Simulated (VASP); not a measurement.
# CdF2 (Fm-3m) in VASP: a series of runs

Aim: see how the results for CdF2 move with the level of theory and the settings. Levels: revPBE+D4, LDA, PBEsol. Tasks: single point.

Program: VASP 6.6.1. These are calculated values, not measurements. Logs are shortened: lines on timing, memory, paths and dates and some standing lists are left out, and cuts for length are marked.

**1. The cell of the first run**

It takes space group Fm-3m (No. 225, cubic). The conventional cell has a = 5.475 Å, b = 5.475 Å, c = 5.475 Å, α = 90.00°, β = 90.00°, γ = 90.00°. Cd (site symmetry m-3m) has 8 F at 2.37 Å within 3.1 Å. F (site symmetry -43m) has 4 Cd at 2.37 Å and 6 F at 2.74 Å within 3.1 Å.

**2. Single point, revPBE+D4, non-collinear spin, zero start, spin-orbit coupling**

File INCAR:

```
SYSTEM = CdF2
PREC = Accurate
ENCUT = 520
EDIFF = 1E-6
ISMEAR = -1
SIGMA = 0.05
LREAL = .FALSE.
LASPH = .TRUE.
NELM = 150
ALGO = Normal
ISIF = 2
LWAVE = .FALSE.
LCHARG = .TRUE.
LNONCOLLINEAR = .TRUE.
MAGMOM = 0 0 0 0 0 0 0 0 0
LORBIT = 11
LSORBIT = .TRUE.
GGA_COMPAT = .FALSE.
LORBMOM = .TRUE.
GGA = RE
IVDW = 13
LVHAR = .TRUE.
NBANDS = 39
```

File KPOINTS:

```
regular mesh
0
G
  7 7 7
  0 0 0
```

File POSCAR:

```
CdF2
1.0
    0.0000000000      2.7375478306      2.7375478306
    2.7375478306      0.0000000000      2.7375478306
    2.7375478306      2.7375478306      0.0000000000
Cd F
1 2
Direct
    0.0000000000      0.0000000000      0.0000000000
    0.7500000000      0.7500000000      0.7500000000
    0.2500000000      0.2500000000      0.2500000000
```

Potentials or basis: VASP PAW PBE potentials, release 64 (Cd, F).

Command:

```console
$ cat potpaw_PBE.64/Cd/POTCAR potpaw_PBE.64/F/POTCAR > POTCAR
$ mpirun -np 1 vasp_ncl > vasp.out
```

OUTCAR:

```text
SYSTEM = CdF2
   PREC = Accurate
   ENCUT = 520
   EDIFF = 1E-6
   ISMEAR = -1
   LREAL = .FALSE.
   LASPH = .TRUE.
   NELM = 150
   ISIF = 2
   LNONCOLLINEAR = .TRUE.
   LORBIT = 11
   LSORBIT = .TRUE.
   GGA = RE
   IVDW = 13

 ion  position               nearest neighbor table
   1  0.000  0.000  0.000-   2 2.37   2 2.37   2 2.37   3 2.37   3 2.37   3 2.37   3 2.37   2 2.37

   2  0.750  0.750  0.750-   1 2.37   1 2.37   1 2.37   1 2.37
   3  0.250  0.250  0.250-   1 2.37   1 2.37   1 2.37   1 2.37

  LATTYP: Found a face centered cubic cell.
 ALAT       =     5.4750956612

  Lattice vectors:

 A1 = (   0.0000000000,   2.7375478306,   2.7375478306)
 A2 = (   2.7375478306,   0.0000000000,   2.7375478306)
 A3 = (   2.7375478306,   2.7375478306,   0.0000000000)

Analysis of symmetry for initial positions (statically):
=====================================================================
 Subroutine PRICEL returns:
 Original cell was already a primitive cell.

 Routine SETGRP: Setting up the symmetry group for a
 face centered cubic supercell.

 Subroutine GETGRP returns: Found 48 space group operations
[... 9 lines left out ...]

 Routine SETGRP: Setting up the symmetry group for a
 face centered cubic supercell.

 Subroutine GETGRP returns: Found 48 space group operations
 (whereof 48 operations were pure point group operations)
 out of a pool of 48 trial point group operations.

The dynamic configuration has the point symmetry O_h .

Analysis of structural, dynamic, and magnetic symmetry:
=====================================================================
 Subroutine PRICEL returns:
 Original cell was already a primitive cell.

 Routine SETGRP: Setting up the symmetry group for a
 face centered cubic supercell.

 Subroutine GETGRP returns: Found 48 space group operations
 (whereof 48 operations were pure point group operations)
 out of a pool of 48 trial point group operations.

The overall configuration has the point symmetry O_h .

 Subroutine INISYM returns: Found 48 space group operations
[... 5 lines left out ...]
                                     Primitive cell

  volume of cell :      41.0313

  direct lattice vectors                    reciprocal lattice vectors
     0.000000000  2.737547831  2.737547831    -0.182645211  0.182645211  0.182645211
     2.737547831  0.000000000  2.737547831     0.182645211 -0.182645211  0.182645211
     2.737547831  2.737547831  0.000000000     0.182645211  0.182645211 -0.182645211

  length of vectors
     3.871477270  3.871477270  3.871477270     0.316350784  0.316350784  0.316350784

  position of ions in fractional coordinates (direct lattice)
     0.000000000  0.000000000  0.000000000
     0.750000000  0.750000000  0.750000000
     0.250000000  0.250000000  0.250000000

  ion indices of the primitive-cell ions
   primitive index   ion index
                 1           1
                 2           2
                 3           3

----------------------------------------------------------------------------------------

 KPOINTS: regular mesh

Automatic generation of k-mesh.
 Grid dimensions read from file:
 generate k-points for:    7    7    7

 Generating k-lattice:

  Cartesian coordinates                     Fractional coordinates (reciprocal lattice)
    -0.026092173  0.026092173  0.026092173     0.142857143  0.000000000  0.000000000
     0.026092173 -0.026092173  0.026092173     0.000000000  0.142857143  0.000000000
     0.026092173  0.026092173 -0.026092173     0.000000000  0.000000000  0.142857143

  Length of vectors
     0.045192969  0.045192969  0.045192969

  Shift w.r.t. Gamma in fractional coordinates (k-lattice)
     0.000000000  0.000000000  0.000000000

 Subroutine IBZKPT returns following result:
 ===========================================

[... 75 lines left out ...]
 maximum number of plane-waves:      2234
 NGX is ok and might be reduce to    30
   NGX = 15   NGY = 15   NGZ = 15

 number of electron      25.9999994 magnetization       0.0000000     -0.0000000      0.0000000

 number of electron      25.9999994 magnetization      -0.0000000      0.0000000     -0.0000000

 number of electron      25.9999994 magnetization       0.0000000      0.0000000      0.0000000

 number of electron      25.9999994 magnetization      -0.0000000     -0.0000000     -0.0000000

 Free energy of the ion-electron system (eV)
  ---------------------------------------------------
  ext. energy  EPLUGINS =         0.00000000
  ---------------------------------------------------
  free energy    TOTEN  =       -10.06796682 eV

  energy without entropy =      -10.06796682  energy(sigma->0) =      -10.06796682

 E-fermi :  -0.3728     XC(G=0):  -9.8562

 val. band max:       -1.5650837524   @ k =  -0.2857   0.4286   0.1429
 cond. band min:       1.5420816008   @ k =   0.0000   0.0000   0.0000
 fundamental gap:      3.1071653532
 Fermi energy:        -0.3727512074

 k-point     1 :       0.0000    0.0000    0.0000
  band No.  band energies     occupation
      1     -22.1326      1.00000
      2     -22.1326      1.00000
      3     -21.1731      1.00000
      4     -21.1731      1.00000
      5      -7.1823      1.00000
      6      -7.1823      1.00000
[... 809 lines left out ...]
     37      17.7345      0.00000
     38      17.7345      0.00000
 [bands above 38 left out]

------------------------ aborting loop because EDIFF is reached ----------------------------------------

  DFT-D4 for vdW energy calculation

  Edisp (eV):   -0.99787

  FORCE on cell =-STRESS in cart. coord.  units (eV):
  Direction    XX          YY          ZZ          XY          YZ          ZX
  --------------------------------------------------------------------------------------
  -------------------------------------------------------------------------------------
  Total       0.16178     0.16178     0.16178     0.00000     0.00000    -0.00000
  in kB       6.31711     6.31711     6.31711     0.00000     0.00000    -0.00000
  external pressure =        6.32 kB  Pullay stress =        0.00 kB

 VOLUME and BASIS-vectors are now :
 -----------------------------------------------------------------------------
  energy-cutoff  :      520.00
  volume of cell :       41.03
      direct lattice vectors                 reciprocal lattice vectors
     0.000000000  2.737547831  2.737547831    -0.182645211  0.182645211  0.182645211
     2.737547831  0.000000000  2.737547831     0.182645211 -0.182645211  0.182645211
     2.737547831  2.737547831  0.000000000     0.182645211  0.182645211 -0.182645211

 POSITION                                       TOTAL-FORCE (eV/Angst)
 -----------------------------------------------------------------------------------
      0.00000      0.00000      0.00000         0.000000      0.000000      0.000000
      4.10632      4.10632      4.10632         0.000000      0.000000     -0.000000
      1.36877      1.36877      1.36877        -0.000000     -0.000000     -0.000000
 -----------------------------------------------------------------------------------
    total drift:                                0.000000      0.000000      0.000000

  FREE ENERGIE OF THE ION-ELECTRON SYSTEM (eV)
  ---------------------------------------------------
  free  energy   TOTEN  =       -11.0658390175 eV

  energy  without entropy=      -11.0658390175  energy(sigma->0) =      -11.06583902

 orbital moment (x)

 # of ion     p       d       tot
 ----------------------------------------
  1         0.000  -0.000  -0.000
  2         0.000   0.000   0.000
  3        -0.000   0.000  -0.000
 ----------------------------------------
            0.000  -0.000   0.000

 orbital moment (y)

 # of ion     p       d       tot
 ----------------------------------------
  1         0.000   0.000   0.000
  2        -0.000   0.000  -0.000
  3        -0.000   0.000  -0.000
 ----------------------------------------
           -0.000   0.000  -0.000

 orbital moment (z)

 # of ion     p       d       tot
 ----------------------------------------
  1         0.000  -0.000  -0.000
  2         0.000   0.000   0.000
  3         0.000   0.000   0.000
 ----------------------------------------
            0.000  -0.000  -0.000

 Spin-Orbit-Coupling matrix elements

 Ion:    1  E_soc:     -0.0447720
 l=   1
     0.0000000    -0.0011200    -0.0011200
    -0.0011200     0.0000000    -0.0011200
    -0.0011200    -0.0011200     0.0000000
 l=   2
     0.0000000    -0.0012367     0.0000000    -0.0012367    -0.0051053
    -0.0012367     0.0000000    -0.0038290    -0.0012367    -0.0012763
     0.0000000    -0.0038290     0.0000000    -0.0038290     0.0000000
    -0.0012367    -0.0012367    -0.0038290     0.0000000    -0.0012763
    -0.0051053    -0.0012763     0.0000000    -0.0012763     0.0000000
 l=   3
     0.0000000     0.0000000     0.0000000     0.0000000     0.0000000     0.0000000     0.0000000
     0.0000000     0.0000000     0.0000000     0.0000000     0.0000000     0.0000000     0.0000000
     0.0000000     0.0000000     0.0000000     0.0000000     0.0000000     0.0000000     0.0000000
     0.0000000     0.0000000     0.0000000     0.0000000     0.0000000     0.0000000     0.0000000
[... 29 lines left out ...]
 l=   2
     0.0000000     0.0000000     0.0000000     0.0000000     0.0000000
     0.0000000     0.0000000     0.0000000     0.0000000     0.0000000
     0.0000000     0.0000000     0.0000000     0.0000000     0.0000000
     0.0000000     0.0000000     0.0000000     0.0000000     0.0000000
     0.0000000     0.0000000     0.0000000     0.0000000     0.0000000
 l=   3
     0.0000000     0.0000000     0.0000000     0.0000000     0.0000000     0.0000000     0.0000000
     0.0000000     0.0000000     0.0000000     0.0000000     0.0000000     0.0000000     0.0000000
     0.0000000     0.0000000     0.0000000     0.0000000     0.0000000     0.0000000     0.0000000
     0.0000000     0.0000000     0.0000000     0.0000000     0.0000000     0.0000000     0.0000000
     0.0000000     0.0000000     0.0000000     0.0000000     0.0000000     0.0000000     0.0000000
     0.0000000     0.0000000     0.0000000     0.0000000     0.0000000     0.0000000     0.0000000
     0.0000000     0.0000000     0.0000000     0.0000000     0.0000000     0.0000000     0.0000000

 total charge

# of ion       s       p       d       tot
------------------------------------------
    1        0.220   0.176   9.688  10.084
    2        1.742   4.344   0.000   6.086
    3        1.742   4.344   0.000   6.086
--------------------------------------------------
tot          3.704   8.864   9.688  22.256

 magnetization (x)

# of ion       s       p       d       tot
------------------------------------------
    1        0.000  -0.000   0.000   0.000
    2        0.000   0.000   0.000   0.000
    3        0.000   0.000   0.000   0.000
--------------------------------------------------
tot          0.000   0.000   0.000   0.000

 magnetization (y)

# of ion       s       p       d       tot
------------------------------------------
    1        0.000  -0.000   0.000   0.000
    2        0.000   0.000   0.000   0.000
    3        0.000   0.000   0.000   0.000
--------------------------------------------------
tot          0.000   0.000   0.000   0.000

 magnetization (z)

# of ion       s       p       d       tot
------------------------------------------
    1        0.000   0.000  -0.000  -0.000
    2        0.000   0.000   0.000   0.000
    3        0.000   0.000   0.000   0.000
--------------------------------------------------
tot          0.000   0.000  -0.000   0.000
```

Run time: 40 s. Hardware: 1 thread of Intel Xeon 6975P-C (Granite Rapids), shared host; peak memory 0.29 GiB.

Results:

| Quantity | Value |
| --- | --- |
| Free energy | -11.0658 eV |
| Pressure | 0.6 GPa |
| Net moment | 0.00 μB per cell |
| Valence electrons inside the program's atomic spheres | Cd 10.08; F 6.09 |
| Dispersion energy per atom | -0.333 eV |

Moments on the atoms (μB; x, y, z):
```
Cd  0.00 0.00 0.00
F   0.00 0.00 0.00
F   0.00 0.00 0.00
```

Caveat: the PAW data sets were made with another functional, which shifts forces and pressure a little.

**3. Single point, LDA**

This run uses another cell than the first one, of 13.03 Å³/atom, 0.953 times its volume.

File INCAR:

```
PREC = Accurate
ENCUT = 520
EDIFF = 1E-7
ISMEAR = 0
SIGMA = 0.01
LREAL = False
LASPH = True
NELM = 80
ALGO = Normal
ISIF = 2
LWAVE = False
LCHARG = True
GGA = CA
LELF = True
LVHAR = True
NBANDS = 20
```

File KPOINTS:

```
regular mesh
0
Gamma
  8 8 8
```

File POSCAR:

```
CdF2
1.0
    0.0000000000      2.6940000000      2.6940000000
    2.6940000000      0.0000000000      2.6940000000
    2.6940000000      2.6940000000      0.0000000000
Cd F
1 2
Direct
    0.0000000000      0.0000000000      0.0000000000
    0.7500000000      0.7500000000      0.7500000000
    0.2500000000      0.2500000000      0.2500000000
```

Potentials or basis: VASP PAW LDA potentials, release 64 (Cd, F).

Command:

```console
$ cat potpaw_LDA.64/Cd/POTCAR potpaw_LDA.64/F/POTCAR > POTCAR
$ mpirun -np 1 vasp_std > vasp.out
```

Wall time 10 s (1 thread of Intel Xeon Platinum 8559C (Emerald Rapids), shared host); peak memory 0.15 GiB.

Results (log left out):

| Quantity | Value |
| --- | --- |
| Free energy | -12.7157 eV |
| Pressure | -4.7 GPa |
| Band gap on the k mesh | 2.80 eV, indirect (least direct gap 3.28 eV) |

Levels at points of the mesh, in eV from the valence-band top:
```
           k point  band 9  band 10  band 11  band 12  band 13  band 14  band 15  band 16  band 17  band 18
(0.00, 0.00, 0.00)   -1.01    -1.01    -0.48    -0.48    -0.48     2.80    12.31    12.31    12.31    17.13
(0.50, 0.00, 0.00)   -2.36    -1.90    -1.90    -0.39    -0.39     6.95     8.79    14.14    14.14    17.80
(0.50, 0.50, 0.00)   -3.05    -3.05    -0.52    -0.09    -0.09     7.75     9.34    11.45    13.93    13.93
```

**4. Single point, PBEsol**

This run uses another cell than the first one, of 13.03 Å³/atom, 0.953 times its volume.

File INCAR:

```
PREC = Accurate
ENCUT = 520
EDIFF = 1E-7
ISMEAR = 0
SIGMA = 0.01
LREAL = False
LASPH = True
NELM = 60
ALGO = Normal
ISIF = 2
LWAVE = False
LCHARG = False
GGA = PS
NBANDS = 20
```

File KPOINTS:

```
Automatic mesh
0
Gamma
  8 8 8
```

POSCAR is that of step 3.

Potentials or basis: VASP PAW PBE potentials, release 64 (Cd, F).

Command:

```console
$ cat potpaw_PBE.64/Cd/POTCAR potpaw_PBE.64/F/POTCAR > POTCAR
$ mpirun -np 1 vasp_std > vasp.out
```

OUTCAR:

```text
PREC = Accurate
   ENCUT = 520
   EDIFF = 1E-7
   ISMEAR = 0
   LREAL = False
   LASPH = True
   NELM = 60
   ISIF = 2
   GGA = PS

 ion  position               nearest neighbor table
   1  0.000  0.000  0.000-   2 2.33   2 2.33   2 2.33   2 2.33   3 2.33   3 2.33   3 2.33   3 2.33

   2  0.750  0.750  0.750-   1 2.33   1 2.33   1 2.33   1 2.33
   3  0.250  0.250  0.250-   1 2.33   1 2.33   1 2.33   1 2.33

  LATTYP: Found a face centered cubic cell.
 ALAT       =     5.3880000000

  Lattice vectors:

[... 194 lines left out ...]
      6      -5.8198      2.00000
[... 541 lines left out ...]
     19      17.0697      0.00000
     20      20.6229      0.00000

 [... further k-points ...]
[... 5 lines left out ...]
  --------------------------------------------------------------------------------------
  -------------------------------------------------------------------------------------
  Total        0.1302327      0.1302327      0.1302327      0.0000000     -0.0000000     -0.0000000
  in kB        5.3359040      5.3359040      5.3359040      0.0000000     -0.0000000     -0.0000000
  external PRESSURE =       5.3359040 kB  Pullay stress =       0.0000000 kB

 VOLUME and BASIS-vectors are now :
 -----------------------------------------------------------------------------
  energy-cutoff  :      520.00
  volume of cell :       39.10
      direct lattice vectors                 reciprocal lattice vectors
     0.000000000  2.694000000  2.694000000    -0.185597624  0.185597624  0.185597624
     2.694000000  0.000000000  2.694000000     0.185597624 -0.185597624  0.185597624
     2.694000000  2.694000000  0.000000000     0.185597624  0.185597624 -0.185597624

 POSITION                                       TOTAL-FORCE (eV/Angst)
 -----------------------------------------------------------------------------------
      0.00000      0.00000      0.00000         0.000000     -0.000000     -0.000000
      4.04100      4.04100      4.04100         0.000000      0.000000      0.000000
      1.34700      1.34700      1.34700        -0.000000     -0.000000     -0.000000
 -----------------------------------------------------------------------------------
    total drift:                                0.000000      0.000000      0.000000

  FREE ENERGIE OF THE ION-ELECTRON SYSTEM (eV)
  ---------------------------------------------------
  free  energy   TOTEN  =       -11.5930641060 eV

  energy  without entropy=      -11.5930641060  energy(sigma->0) =      -11.59306411
```

OSZICAR:

```text
N       E                     dE             d eps       ncg     rms          rms(c)
DAV:   1     0.198135393367E+03    0.19814E+03   -0.15446E+04  1192   0.132E+03
DAV:   2    -0.472402892128E+01   -0.20286E+03   -0.19392E+03  1260   0.346E+02
DAV:   3    -0.129878349949E+02   -0.82638E+01   -0.82424E+01  1332   0.768E+01
DAV:   4    -0.130224082612E+02   -0.34573E-01   -0.34572E-01  1216   0.515E+00
DAV:   5    -0.130225294491E+02   -0.12119E-03   -0.12119E-03  1344   0.275E-01    0.948E+00
DAV:   6    -0.115851502442E+02    0.14374E+01   -0.32119E+00  1468   0.353E+01    0.729E+00
DAV:   7    -0.116136186206E+02   -0.28468E-01   -0.73969E-01  1204   0.763E+00    0.425E+00
DAV:   8    -0.116022015503E+02    0.11417E-01   -0.14489E-01  1192   0.351E+00    0.705E-01
DAV:   9    -0.115924181755E+02    0.97834E-02   -0.33077E-02  1420   0.227E+00    0.949E-02
DAV:  10    -0.115929329140E+02   -0.51474E-03   -0.32883E-03  1192   0.559E-01    0.104E-01
DAV:  11    -0.115930357820E+02   -0.10287E-03   -0.11173E-04  1256   0.110E-01    0.440E-02
DAV:  12    -0.115930607402E+02   -0.24958E-04   -0.84594E-05  1180   0.763E-02    0.196E-02
DAV:  13    -0.115930640527E+02   -0.33125E-05   -0.81701E-06  1256   0.289E-02    0.715E-03
DAV:  14    -0.115930641060E+02   -0.53241E-07   -0.41625E-07  1240   0.847E-03
   1 F= -.11593064E+02 E0= -.11593064E+02  d E =-.174470E-36
```

stdout:

```text
POSCAR found type information on POSCAR CdF
 POSCAR found :  2 types and       3 ions
 scaLAPACK will be used
 -----------------------------------------------------------------------------
|                                                                             |
|                                                                             |
|     You enforced a specific xc type in the INCAR file but a different       |
|     I HOPE YOU KNOW WHAT YOU ARE DOING!                                     |
|                                                                             |
 -----------------------------------------------------------------------------

 LDA part: xc-table for (Slater+PW92), standard interpolation
 POSCAR, INCAR and KPOINTS ok, starting setup
 FFT: planning ... GRIDC
 FFT: planning ... GRID_SOFT
 FFT: planning ... GRID
 WAVECAR not read
 entering main loop
```

Wall time 12 s (1 thread of Intel Xeon Platinum 8559C (Emerald Rapids), shared host); peak memory 0.16 GiB.

What came out:

- Free energy: -11.5931 eV
- Pressure: 0.5 GPa
- Band gap on the k mesh: 2.90 eV, indirect (least direct gap 3.39 eV)

Caveat: the PAW data sets were made with another functional, which shifts forces and pressure a little. A k mesh can miss the band edges.

**5. Overview**

```csv
level,potentials or basis,spin,cell,k mesh,smearing,gap on the mesh (eV),pressure (GPa)
revPBE+D4,"VASP PAW PBE potentials, release 64 (Cd, F)","non-collinear, zero start, SOC","a = 3.871 Å, angles 60.0°, 3 atoms",7 × 7 × 7,fermi-dirac 0.05 eV,-,0.6
LDA,"VASP PAW LDA potentials, release 64 (Cd, F)",off,"a = 3.810 Å, angles 60.0°, 3 atoms",8 × 8 × 8,gaussian 0.01 eV,2.80,-4.7
PBEsol,"VASP PAW PBE potentials, release 64 (Cd, F)",off,"a = 3.810 Å, angles 60.0°, 3 atoms",8 × 8 × 8,gaussian 0.01 eV,2.90,0.5
```

Alike in all rows: task single point; cutoff (eV) 520.

Caveats: the PAW data sets were made with another functional, which shifts forces and pressure a little (some runs).

Total energies depend on the potentials used, so only differences within one code and one set of settings carry meaning.
